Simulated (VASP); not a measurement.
# Hf3Si2W (P-4m2) in VASP: notebook

The runs below take Hf3Si2W through single point, relaxation of cell and atoms, with PBE.

Program: VASP 6.6.1. These are calculated values, not measurements. Logs are shortened: lines on timing, memory, paths and dates and some standing lists are left out, and cuts for length are marked.

### Step 1. The cell of the first run

The structure is tetragonal, space group P-4m2 (No. 115). The conventional cell has a = 3.829 Å, b = 3.829 Å, c = 7.384 Å, α = 90.00°, β = 90.00°, γ = 90.00°. Within 3.6 Å of Hf (site symmetry -4m2) lie 4 W at 2.71 Å and 4 Si at 2.73 Å and 4 Hf at 3.29 Å. Within 3.6 Å of Hf (site symmetry 2mm) lie 5 Si at 2.76 to 2.81 Å and 6 Hf at 3.29 to 3.38 Å and 2 W at 3.29 Å. Si (site symmetry 2mm) has 7 Hf at 2.73 to 2.81 Å and 2 W at 2.73 Å within 3.6 Å. W (site symmetry -4m2) has 8 Hf at 2.71 to 3.29 Å and 4 Si at 2.73 Å within 3.6 Å.

The cell was generated, and may not be a known phase.

### Step 2. Single point, PBE

INCAR

```
PREC     = Accurate       # precision mode
ENCUT    = 520            # plane-wave cutoff, eV
EDIFF    = 1E-6           # SCF threshold, eV
ISMEAR   = 0              # smearing method
SIGMA    = 0.1            # smearing width, eV
LREAL    = False          # projectors in reciprocal space
LASPH    = True           # aspherical terms in the spheres
NELM     = 60             # most SCF steps
ALGO     = Fast           # electronic algorithm
ISIF     = 2              # what is computed and relaxed
LWAVE    = False          # write WAVECAR
LCHARG   = False          # write CHGCAR
GGA      = PE             # functional
NBANDS   = 35             # bands
```

KPOINTS

```
regular mesh
0
Gamma
  4 4 4
```

POSCAR

```
Hf3Si2W
1.0
    3.8288562582      0.0000000000      0.0000000000
    0.0000000000      3.8288562582      0.0000000000
    0.0000000000      0.0000000000      7.3836548866
Hf Si W
3 2 1
Direct
    0.5000000000      0.5000000000      0.0000000000
    0.0000000000      0.5000000000      0.3627661427
    0.5000000000      0.0000000000      0.6372338573
    0.0000000000      0.5000000000      0.7372218616
    0.5000000000      0.0000000000      0.2627781384
    0.0000000000      0.0000000000      0.0000000000
```

Potentials or basis: VASP PAW PBE potentials, release 64 (Hf_pv, Si, W_sv).

Started as:

```sh
$ cat potpaw_PBE.64/Hf_pv/POTCAR potpaw_PBE.64/Si/POTCAR potpaw_PBE.64/W_sv/POTCAR > POTCAR
$ mpirun -np 1 vasp_std > vasp.out
```

OUTCAR:

```text
PREC = Accurate
   ENCUT = 520
   EDIFF = 1E-6
   ISMEAR = 0
   LREAL = False
   LASPH = True
   NELM = 60
   ISIF = 2
   GGA = PE

 ion  position               nearest neighbor table
   1  0.500  0.500  0.000-   6 2.71   6 2.71   6 2.71   6 2.71   5 2.73   4 2.73   4 2.73   5 2.73
                             3 3.29   3 3.29   2 3.29   2 3.29
   2  0.000  0.500  0.363-   4 2.76   5 2.81   5 2.81   5 2.81   5 2.81   6 3.29   1 3.29   6 3.29
                             1 3.29   3 3.38   3 3.38   3 3.38   3 3.38
   3  0.500  0.000  0.637-   5 2.76   4 2.81   4 2.81   4 2.81   4 2.81   1 3.29   6 3.29   6 3.29
                             1 3.29   2 3.38   2 3.38   2 3.38   2 3.38
   4  0.000  0.500  0.737-   1 2.73   6 2.73   6 2.73   1 2.73   2 2.76   3 2.81   3 2.81   3 2.81
                             3 2.81
   5  0.500  0.000  0.263-   1 2.73   6 2.73   1 2.73   6 2.73   3 2.76   2 2.81   2 2.81   2 2.81
                             2 2.81
   6  0.000  0.000  0.000-   1 2.71   1 2.71   1 2.71   1 2.71   4 2.73   5 2.73   5 2.73   4 2.73
                             3 3.29   3 3.29   2 3.29   2 3.29

  LATTYP: Found a simple tetragonal cell.
 ALAT       =     3.8288562582
 C/A-ratio  =     1.9284231083

  Lattice vectors:

 A1 = (   3.8288562582,   0.0000000000,   0.0000000000)
 A2 = (   0.0000000000,   3.8288562582,   0.0000000000)
 A3 = (   0.0000000000,   0.0000000000,   7.3836548866)

Analysis of symmetry for initial positions (statically):
=====================================================================
 Subroutine PRICEL returns:
 Original cell was already a primitive cell.

 Routine SETGRP: Setting up the symmetry group for a
 simple tetragonal supercell.

 Subroutine GETGRP returns: Found  8 space group operations
 (whereof  8 operations were pure point group operations)
 out of a pool of 16 trial point group operations.

The static configuration has the point symmetry D_2d.

Analysis of symmetry for dynamics (positions and initial velocities):
=====================================================================
 Subroutine PRICEL returns:
 Original cell was already a primitive cell.

 Routine SETGRP: Setting up the symmetry group for a
 simple tetragonal supercell.

 Subroutine GETGRP returns: Found  8 space group operations
 (whereof  8 operations were pure point group operations)
 out of a pool of 16 trial point group operations.

The dynamic configuration has the point symmetry D_2d.

 Subroutine INISYM returns: Found  8 space group operations
 (whereof  8 operations are pure point group operations),
 and found     1 'primitive' translations

----------------------------------------------------------------------------------------

                                     Primitive cell

  volume of cell :     108.2454

  direct lattice vectors                    reciprocal lattice vectors
     3.828856258  0.000000000  0.000000000     0.261174600  0.000000000  0.000000000
     0.000000000  3.828856258  0.000000000     0.000000000  0.261174600  0.000000000
     0.000000000  0.000000000  7.383654887     0.000000000  0.000000000  0.135434282

  length of vectors
     3.828856258  3.828856258  7.383654887     0.261174600  0.261174600  0.135434282

  position of ions in fractional coordinates (direct lattice)
     0.500000000  0.500000000  0.000000000
     0.000000000  0.500000000  0.362766143
     0.500000000  0.000000000  0.637233857
     0.000000000  0.500000000  0.737221862
     0.500000000  0.000000000  0.262778138
     0.000000000  0.000000000  0.000000000

  ion indices of the primitive-cell ions
   primitive index   ion index
                 1           1
                 2           2
                 3           3
                 4           4
                 5           5
                 6           6

----------------------------------------------------------------------------------------

 KPOINTS: regular mesh

Automatic generation of k-mesh.
 Grid dimensions read from file:
 generate k-points for:    4    4    4

 Generating k-lattice:

  Cartesian coordinates                     Fractional coordinates (reciprocal lattice)
     0.065293650  0.000000000  0.000000000     0.250000000  0.000000000  0.000000000
     0.000000000  0.065293650  0.000000000     0.000000000  0.250000000  0.000000000
     0.000000000  0.000000000  0.033858571     0.000000000  0.000000000  0.250000000

  Length of vectors
     0.065293650  0.065293650  0.033858571

  Shift w.r.t. Gamma in fractional coordinates (k-lattice)
     0.000000000  0.000000000  0.000000000

 Subroutine IBZKPT returns following result:
 ===========================================

 Found     18 irreducible k-points:

 Following reciprocal coordinates:
            Coordinates               Weight
  0.000000  0.000000  0.000000      1.000000
  0.250000  0.000000  0.000000      4.000000
  0.500000  0.000000  0.000000      2.000000
  0.250000  0.250000  0.000000      4.000000
  0.500000  0.250000  0.000000      4.000000
  0.500000  0.500000  0.000000      1.000000
[... 10 lines left out ...]
  0.500000  0.250000  0.500000      4.000000
  0.500000  0.500000  0.500000      1.000000
   k-points           NKPTS =     18   k-points in BZ     NKDIM =     18   number of bands    NBANDS=     35
   number of dos      NEDOS =    301   number of ions     NIONS =      6
   total plane-waves  NPLWV =  43904
   dimension x,y,z NGX =    28 NGY =   28 NGZ =   56
   dimension x,y,z NGXF=    56 NGYF=   56 NGZF=  112
   ions per type =               3   2   1
   NGX,Y,Z   is equivalent  to a cutoff of  12.16, 12.16, 12.61 a.u.
   NGXF,Y,Z  is equivalent  to a cutoff of  24.31, 24.31, 25.22 a.u.
 SYSTEM =  unknown system
   PREC   = accura    normal or accurate (medium, high low for compatibility)
   ISTART =      0    job   : 0-new  1-cont  2-samecut
   ICHARG =      2    charge: 1-file 2-atom 10-const
   ISPIN  =      1    spin polarized calculation?
   LNONCOLLINEAR =      F non collinear calculations
   LSORBIT =      F    spin-orbit coupling
   LASPH  =      T    aspherical Exc in radial PAW
   ENCUT  =  520.0 eV  38.22 Ry    6.18 a.u.   7.12  7.12 13.73*2*pi/ulx,y,z
   NELM   =     60;   NELMIN=  2; NELMDL= -5     # of ELM steps
   EDIFF  = 0.1E-05   stopping-criterion for ELM
   LREAL  =      F    real-space projection
   EDIFFG = 0.1E-04   stopping-criterion for IOM
   NSW    =      0    number of steps for IOM
   IBRION =     -1    ionic relax: 0-MD 1-quasi-New 2-CG
   NFREE  =      0    steps in history (QN), initial steepest desc. (CG)
   ISIF   =      2    stress and relaxation
   ISYM   =      2    0-nonsym 1-usesym 2-fastsym
   POTIM  = 0.5000    time-step for ionic-motion
   TEBEG  =    0.0;   TEEND  =   0.0 temperature during run
   PSTRESS=    0.0 pullay stress
   NELECT =      52.0000    total number of electrons
   NUPDOWN=      -1.0000    fix difference up-down
   EMIN   =  10.00;   EMAX   =-10.00  energy-range for DOS
   EFERMI =   0.00;   METHOD = LEGACY
   ISMEAR =     0;   SIGMA  =   0.10  broadening in eV -4-tet -1-fermi 0-gaus
   EFERMI_NEDOS =   21; number of points for ismear=-14 and -15
   IALGO  =     68    algorithm
   IMIX   =      4    mixing-type and parameters
     AMIX     =   0.40;   BMIX     =  1.00
     AMIX_MAG =   1.60;   BMIX_MAG =  1.00
  volume/ion in A,a.u.               =      18.04       121.75
  Fermi-wavevector in a.u.,A,eV,Ry     =   1.282152  2.422916 22.366797  1.643913
  Thomas-Fermi vector in A             =   2.414480
   LORBIT       =      0    0 simple, 1 ext, 2 COOP (PROOUT), +10 PAW based schemes
   GGA     = PE    functional components
   LHFCALC =     F    Hartree Fock is set to
   AEXX    =    0.0000 exact exchange contribution
   IVDW    =     0    specifies the selected vdW correction
   LEPSILON=     F    determine dielectric tensor
   LRPA    =     F    only Hartree local field effects (RPA)
 non-spin polarized calculation
 RMM-DIIS sequential band-by-band and
 Gauss-broadening in eV      SIGMA  =   0.10
  energy-cutoff  :      520.00
  volume of cell :      108.25
 maximum number of plane-waves:      2952
   NGX = 15   NGY = 15   NGZ = 27

 number of electron      52.0000011 magnetization

 Free energy of the ion-electron system (eV)
  ---------------------------------------------------
  ext. energy  EPLUGINS =         0.00000000
  ---------------------------------------------------
  free energy    TOTEN  =       -57.00111270 eV

  energy without entropy =      -56.98404450  energy(sigma->0) =      -56.99257860

 E-fermi :   6.9208     XC(G=0): -11.7192

 val. band max:        6.9084896646   @ k =   0.5000   0.0000   0.2500
 cond. band min:       6.9461924193   @ k =   0.0000   0.0000   0.0000
 fundamental gap:      0.0377027548
 Fermi energy:         6.9207502695

 k-point     1 :       0.0000    0.0000    0.0000
  band No.  band energies     occupation
      1     -66.4848      2.00000
      2     -30.7672      2.00000
      3     -30.7621      2.00000
      4     -30.7621      2.00000
      5     -23.6545      2.00000
      6     -23.6545      2.00000
[... 27 lines left out ...]
     34       9.7541      0.00000
     35      10.9268      0.00000

 k-point     2 :       0.2500    0.0000    0.0000
  band No.  band energies     occupation
      1     -66.4849      2.00000
      2     -30.7651      2.00000
      3     -30.7629      2.00000
      4     -30.7508      2.00000
      5     -23.6954      2.00000
      6     -23.6455      2.00000
[... 27 lines left out ...]
     34      10.9524      0.00000
     35      11.3918      0.00000

 k-point     3 :       0.5000    0.0000    0.0000
  band No.  band energies     occupation
      1     -66.4849      2.00000
      2     -30.7640      2.00000
      3     -30.7625      2.00000
      4     -30.7395      2.00000
      5     -23.7203      2.00000
      6     -23.7041      2.00000
[... 27 lines left out ...]
     34      10.4423      0.00000
     35      10.6816      0.00000
[... 495 lines left out ...]
 k-point    17 :       0.5000    0.2500    0.5000
  band No.  band energies     occupation
      1     -66.4846      2.00000
      2     -30.7849      2.00000
      3     -30.7728      2.00000
      4     -30.7609      2.00000
      5     -23.7213      2.00000
      6     -23.7122      2.00000
[... 27 lines left out ...]
     34      10.9051      0.00000
     35      11.3602      0.00000

 k-point    18 :       0.5000    0.5000    0.5000
  band No.  band energies     occupation
      1     -66.4843      2.00000
      2     -30.8056      2.00000
      3     -30.8056      2.00000
      4     -30.7593      2.00000
      5     -23.7465      2.00000
      6     -23.7305      2.00000
[... 27 lines left out ...]
     34      10.8348      0.00000
     35      11.7422      0.00000

------------------------ aborting loop because EDIFF is reached ----------------------------------------

  FORCE on cell =-STRESS in cart. coord.  units (eV):
  Direction    XX          YY          ZZ          XY          YZ          ZX
  --------------------------------------------------------------------------------------
  -------------------------------------------------------------------------------------
  Total       -0.1264544     -0.1264544     -0.2786595      0.0000000      0.0000000      0.0000000
  in kB       -1.8716944     -1.8716944     -4.1245342      0.0000000      0.0000000      0.0000000
  external PRESSURE =      -2.6226410 kB  Pullay stress =       0.0000000 kB

 VOLUME and BASIS-vectors are now :
 -----------------------------------------------------------------------------
  energy-cutoff  :      520.00
  volume of cell :      108.25
      direct lattice vectors                 reciprocal lattice vectors
     3.828856258  0.000000000  0.000000000     0.261174600  0.000000000  0.000000000
     0.000000000  3.828856258  0.000000000     0.000000000  0.261174600  0.000000000
     0.000000000  0.000000000  7.383654887     0.000000000  0.000000000  0.135434282

 POSITION                                       TOTAL-FORCE (eV/Angst)
 -----------------------------------------------------------------------------------
      1.91443      1.91443      0.00000         0.000000      0.000000      0.000000
      0.00000      1.91443      2.67854         0.000000     -0.000000     -0.011606
      1.91443      0.00000      4.70511         0.000000     -0.000000      0.011606
      0.00000      1.91443      5.44339         0.000000     -0.000000     -0.004853
      1.91443      0.00000      1.94026         0.000000     -0.000000      0.004853
      0.00000      0.00000      0.00000         0.000000     -0.000000      0.000000
 -----------------------------------------------------------------------------------
    total drift:                               -0.000000      0.000000     -0.000000

  FREE ENERGIE OF THE ION-ELECTRON SYSTEM (eV)
  ---------------------------------------------------
  free  energy   TOTEN  =       -57.0011127044 eV

  energy  without entropy=      -56.9840444989  energy(sigma->0) =      -56.99257860
```

Wall time 38 s (1 thread of Intel Xeon 6975P-C (Granite Rapids), shared host); peak memory 0.23 GiB.

What came out:

```yaml
Free_energy: -57.0011 eV
Pressure: -0.3 GPa
Largest_force: 0.012 eV/Å
Band_gap_on_the_k_mesh: zero (bands 26 and 27 overlap by 1.02 eV)
```

Forces in eV/Å, atoms in the order of the input:
```
Hf   0.000  0.000  0.000
Hf   0.000  0.000 -0.012
Hf   0.000  0.000  0.012
Si   0.000  0.000 -0.005
Si   0.000  0.000  0.005
W    0.000  0.000  0.000
```

Stress tensor (GPa, compression positive):
```
-0.19  0.00  0.00
 0.00 -0.19  0.00
 0.00  0.00 -0.41
```

Levels at points of the mesh, in eV from the Fermi level:
```
           k point  band 22  band 23  band 24  band 25  band 26  band 27  band 28  band 29  band 30  band 31
(0.00, 0.00, 0.00)    -2.00    -1.50     0.03     0.03     0.27     1.06     1.06     1.49     1.77     2.74
(0.50, 0.00, 0.00)    -1.56    -1.55    -0.79    -0.45    -0.10     0.34     1.07     1.10     1.88     3.08
(0.50, 0.50, 0.00)    -1.66    -1.63    -0.86    -0.70    -0.53    -0.53     1.22     2.87     2.87     3.53
(0.00, 0.00, 0.50)    -1.49    -1.47    -0.77    -0.46    -0.46     1.20     1.20     1.36     2.74     2.85
(0.50, 0.00, 0.50)    -1.73    -1.53    -0.39    -0.02     0.11     0.57     0.75     1.09     1.62     2.08
(0.50, 0.50, 0.50)    -1.71    -1.71    -1.54    -1.46    -0.82    -0.75     1.26     2.89     2.89     3.73
```

Caveat: the k points lie up to 0.41 Å⁻¹ apart, too coarse for converged energies and pressures of a metal; spin-orbit coupling is left out, which moves the levels of the heavy elements.

(Continued in part 2 of 2.)

The gap in the log of VASP goes by the Fermi energy; the results here count the filled bands.